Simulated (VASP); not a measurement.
# BiAu (rocksalt type) (Fm-3m) in VASP: notebook

The runs below take BiAu (rocksalt type) through single point, with PBE.

Everything below comes from runs of VASP 6.6.1. Logs are shortened: lines on timing, memory, paths and dates and some standing lists are left out, and cuts for length are marked.

## Step 1: The cell of the first run

It takes space group Fm-3m (No. 225, cubic). Conventional cell: a = 5.825 Å, b = 5.825 Å, c = 5.825 Å, α = 90.00°, β = 90.00°, γ = 90.00°. Within 3.8 Å of Au (site symmetry m-3m) lie 6 Bi at 2.91 Å. Bi (site symmetry m-3m) has 6 Au at 2.91 Å within 3.8 Å.

## Step 2: Single point, PBE (volume scaled by 0.9405)

File INCAR:

```
SYSTEM = BiAu
ALGO = Normal
EDIFF = 1E-6
ENCUT = 500
GGA = PE
GGA_COMPAT = .FALSE.
ISIF = 2
ISMEAR = -1
LASPH = .TRUE.
LCHARG = .FALSE.
LREAL = .FALSE.
LWAVE = .FALSE.
NBANDS = 20
NELM = 120
PREC = Accurate
SIGMA = 0.03
```

File KPOINTS:

```
k-points
0
G
  12 12 12
  0 0 0
```

File POSCAR:

```
BiAu
1.0
    0.0000000000      2.9122895978      2.9122895978
    2.9122895978      0.0000000000      2.9122895978
    2.9122895978      2.9122895978      0.0000000000
Au Bi
1 1
Direct
    0.0000000000      0.0000000000      0.0000000000
    0.5000000000      0.5000000000      0.5000000000
```

Potentials or basis: VASP PAW PBE potentials, release 64 (Au, Bi_d).

The run is started by

```console
$ cat potpaw_PBE.64/Au/POTCAR potpaw_PBE.64/Bi_d/POTCAR > POTCAR
$ mpirun -np 1 vasp_std > vasp.out
```

OUTCAR:

```text
SYSTEM = BiAu
   EDIFF = 1E-6
   ENCUT = 500
   GGA = PE
   ISIF = 2
   ISMEAR = -1
   LASPH = .TRUE.
   LREAL = .FALSE.
   NELM = 120
   PREC = Accurate

 ion  position               nearest neighbor table
   1  0.000  0.000  0.000-   2 2.91   2 2.91   2 2.91   2 2.91   2 2.91   2 2.91
   2  0.500  0.500  0.500-   1 2.91   1 2.91   1 2.91   1 2.91   1 2.91   1 2.91

  LATTYP: Found a face centered cubic cell.
 ALAT       =     5.8245791956

  Lattice vectors:

 A1 = (   0.0000000000,   2.9122895978,   2.9122895978)
 A2 = (   2.9122895978,   0.0000000000,   2.9122895978)
 A3 = (   2.9122895978,   2.9122895978,   0.0000000000)

Analysis of symmetry for initial positions (statically):
=====================================================================
 Subroutine PRICEL returns:
 Original cell was already a primitive cell.

 Routine SETGRP: Setting up the symmetry group for a
 face centered cubic supercell.

 Subroutine GETGRP returns: Found 48 space group operations
 (whereof 48 operations were pure point group operations)
 out of a pool of 48 trial point group operations.

The static configuration has the point symmetry O_h .

Analysis of symmetry for dynamics (positions and initial velocities):
=====================================================================
 Subroutine PRICEL returns:
 Original cell was already a primitive cell.

 Routine SETGRP: Setting up the symmetry group for a
 face centered cubic supercell.

 Subroutine GETGRP returns: Found 48 space group operations
 (whereof 48 operations were pure point group operations)
 out of a pool of 48 trial point group operations.

The dynamic configuration has the point symmetry O_h .

 Subroutine INISYM returns: Found 48 space group operations
 (whereof 48 operations are pure point group operations),
 and found     1 'primitive' translations

----------------------------------------------------------------------------------------

                                     Primitive cell

  volume of cell :      49.4008

  direct lattice vectors                    reciprocal lattice vectors
     0.000000000  2.912289598  2.912289598    -0.171686223  0.171686223  0.171686223
     2.912289598  0.000000000  2.912289598     0.171686223 -0.171686223  0.171686223
     2.912289598  2.912289598  0.000000000     0.171686223  0.171686223 -0.171686223

  length of vectors
     4.118599447  4.118599447  4.118599447     0.297369260  0.297369260  0.297369260

  position of ions in fractional coordinates (direct lattice)
[... 69 lines left out ...]
 SYSTEM =  BiAu
   PREC   = accura    normal or accurate (medium, high low for compatibility)
   ISTART =      0    job   : 0-new  1-cont  2-samecut
   ICHARG =      2    charge: 1-file 2-atom 10-const
   ISPIN  =      1    spin polarized calculation?
   LNONCOLLINEAR =      F non collinear calculations
   LSORBIT =      F    spin-orbit coupling
   LASPH  =      T    aspherical Exc in radial PAW
   ENCUT  =  500.0 eV  36.75 Ry    6.06 a.u.   7.51  7.51  7.51*2*pi/ulx,y,z
   NELM   =    120;   NELMIN=  2; NELMDL= -5     # of ELM steps
   EDIFF  = 0.1E-05   stopping-criterion for ELM
   LREAL  =      F    real-space projection
   EDIFFG = 0.1E-04   stopping-criterion for IOM
   NSW    =      0    number of steps for IOM
   IBRION =     -1    ionic relax: 0-MD 1-quasi-New 2-CG
   NFREE  =      0    steps in history (QN), initial steepest desc. (CG)
   ISIF   =      2    stress and relaxation
   ISYM   =      2    0-nonsym 1-usesym 2-fastsym
   POTIM  = 0.5000    time-step for ionic-motion
   TEBEG  =    0.0;   TEEND  =   0.0 temperature during run
   PSTRESS=    0.0 pullay stress
   NELECT =      26.0000    total number of electrons
   NUPDOWN=      -1.0000    fix difference up-down
   EMIN   =  10.00;   EMAX   =-10.00  energy-range for DOS
   EFERMI =   0.00;   METHOD = LEGACY
   ISMEAR =    -1;   SIGMA  =   0.03  broadening in eV -4-tet -1-fermi 0-gaus
   EFERMI_NEDOS =   21; number of points for ismear=-14 and -15
   IALGO  =     38    algorithm
   IMIX   =      4    mixing-type and parameters
     AMIX     =   0.40;   BMIX     =  1.00
     AMIX_MAG =   1.60;   BMIX_MAG =  1.00
  volume/ion in A,a.u.               =      24.70       166.69
  Fermi-wavevector in a.u.,A,eV,Ry     =   1.321766  2.497776 23.770283  1.747067
  Thomas-Fermi vector in A             =   2.451496
   LORBIT       =      0    0 simple, 1 ext, 2 COOP (PROOUT), +10 PAW based schemes
   GGA     = PE    functional components
   LHFCALC =     F    Hartree Fock is set to
   AEXX    =    0.0000 exact exchange contribution
   IVDW    =     0    specifies the selected vdW correction
   LEPSILON=     F    determine dielectric tensor
   LRPA    =     F    only Hartree local field effects (RPA)
 non-spin polarized calculation
  energy-cutoff  :      500.00
  volume of cell :       49.40
 maximum number of plane-waves:      1283
   NGX = 15   NGY = 15   NGZ = 15

 number of electron      26.0000005 magnetization

 Free energy of the ion-electron system (eV)
  ---------------------------------------------------
  ext. energy  EPLUGINS =         0.00000000
  ---------------------------------------------------
  free energy    TOTEN  =        -7.10396432 eV

  energy without entropy =       -7.10122022  energy(sigma->0) =       -7.10259227

 E-fermi :   8.1011     XC(G=0): -10.9340

 val. band max:        8.0465872916   @ k =  -0.1667   0.1667   0.0000
 cond. band min:       8.1186247831   @ k =  -0.4167   0.3333   0.0000
 fundamental gap:      0.0720374915
 Fermi energy:         8.1010544237

 k-point     1 :       0.0000    0.0000    0.0000
  band No.  band energies     occupation
      1     -14.8430      2.00000
      2     -14.8430      2.00000
      3     -14.8142      2.00000
      4     -14.8142      2.00000
      5     -14.8142      2.00000
      6      -4.6735      2.00000
[... 541 lines left out ...]
     19      18.8606      0.00000
     20      20.0000      0.00000

 [... further k-points ...]
[... 5 lines left out ...]
  --------------------------------------------------------------------------------------
  -------------------------------------------------------------------------------------
  Total        1.5510772      1.5510772      1.5510772      0.0000000      0.0000000      0.0000000
  in kB       50.3049043     50.3049043     50.3049043      0.0000000      0.0000000      0.0000000
  external PRESSURE =      50.3049043 kB  Pullay stress =       0.0000000 kB

 VOLUME and BASIS-vectors are now :
 -----------------------------------------------------------------------------
  energy-cutoff  :      500.00
  volume of cell :       49.40
      direct lattice vectors                 reciprocal lattice vectors
     0.000000000  2.912289598  2.912289598    -0.171686223  0.171686223  0.171686223
     2.912289598  0.000000000  2.912289598     0.171686223 -0.171686223  0.171686223
     2.912289598  2.912289598  0.000000000     0.171686223  0.171686223 -0.171686223

 POSITION                                       TOTAL-FORCE (eV/Angst)
 -----------------------------------------------------------------------------------
      0.00000      0.00000      0.00000         0.000000      0.000000     -0.000000
      2.91229      2.91229      2.91229         0.000000      0.000000      0.000000
 -----------------------------------------------------------------------------------
    total drift:                                0.000000      0.000000      0.000000

  FREE ENERGIE OF THE ION-ELECTRON SYSTEM (eV)
  ---------------------------------------------------
  free  energy   TOTEN  =        -7.1039643172 eV

  energy  without entropy=       -7.1012202246  energy(sigma->0) =       -7.10259227
```

stdout:

```text
POSCAR found type information on POSCAR AuBi
 POSCAR found :  2 types and       2 ions
 scaLAPACK will be used
 LDA part: xc-table for (Slater+PW92), standard interpolation
 POSCAR, INCAR and KPOINTS ok, starting setup
 FFT: planning ... GRIDC
 FFT: planning ... GRID_SOFT
 FFT: planning ... GRID
 WAVECAR not read
 entering main loop
```

Run time: 51 s. Hardware: 1 thread of Intel Xeon Platinum 8488C (Sapphire Rapids), shared host; peak memory 0.21 GiB.

What came out:

- Free energy: -7.1040 eV
- Pressure: 5.0 GPa
- Band gap on the k mesh: zero (band 13 reaches 11.25 eV, above the bottom of band 14 at 5.58 eV)

Levels at points of the mesh, in eV from the Fermi level:
```tsv
k point	band 9	band 10	band 11	band 12	band 13	band 14	band 15	band 16	band 17	band 18
(0.00, 0.00, 0.00)	-4.51	-4.46	-4.46	1.09	1.09	1.09	1.20	7.38	8.85	8.85
(0.50, 0.00, 0.00)	-5.38	-4.18	-4.18	-3.72	3.15	3.15	3.32	5.15	5.15	6.38
(0.50, 0.50, 0.00)	-4.27	-4.00	-4.00	-3.24	-1.45	-1.45	-1.23	6.08	11.61	11.61
```

Caveat: spin-orbit coupling is left out, which moves the levels of the heavy elements.

## Step 3: Single point, PBE (volume scaled by 0.98)

File INCAR:

```
  PREC = Accurate
  ENCUT = 500
  EDIFF = 1E-6
  ISMEAR = -1
  SIGMA = 0.03
  LREAL = F
  LASPH = T
  NELM = 120
  ALGO = Normal
  ISIF = 2
  LWAVE = F
  LCHARG = F
  GGA = PE
  NBANDS = 20
  GGA_COMPAT = F
```

File KPOINTS:

```
regular mesh
0
Gamma
  12 12 12
```

File POSCAR:

```
BiAu
1.0
    0.0000000000      2.9525027962      2.9525027962
    2.9525027962      0.0000000000      2.9525027962
    2.9525027962      2.9525027962      0.0000000000
Au Bi
1 1
Direct
    0.0000000000      0.0000000000      0.0000000000
    0.5000000000      0.5000000000      0.5000000000
```

Potentials or basis: VASP PAW PBE potentials, release 64 (Au, Bi_d).

The run is started by

```console
$ cat potpaw_PBE.64/Au/POTCAR potpaw_PBE.64/Bi_d/POTCAR > POTCAR
$ mpirun -np 1 vasp_std > vasp.out
```

It took 56 s on 1 thread of Intel Xeon Platinum 8488C (Sapphire Rapids), shared host; peak memory 0.21 GiB.

It converged, with:

```
Free energy            : -7.1460 eV
Pressure               : 1.4 GPa
Band gap on the k mesh : zero (band 13 reaches 10.51 eV, above the bottom of band 14 at 5.15 eV)
```

Levels at points of the mesh, in eV from the Fermi level:
```tsv
k point	band 9	band 10	band 11	band 12	band 13	band 14	band 15	band 16	band 17	band 18
(0.00, 0.00, 0.00)	-4.33	-4.30	-4.30	0.89	1.04	1.04	1.04	7.48	8.72	8.72
(0.50, 0.00, 0.00)	-5.16	-4.03	-4.03	-3.60	2.96	2.96	3.27	5.09	5.09	6.14
(0.50, 0.50, 0.00)	-4.09	-3.86	-3.86	-3.20	-1.36	-1.36	-1.29	6.01	11.30	11.30
```

Caveat: spin-orbit coupling is left out, which moves the levels of the heavy elements.
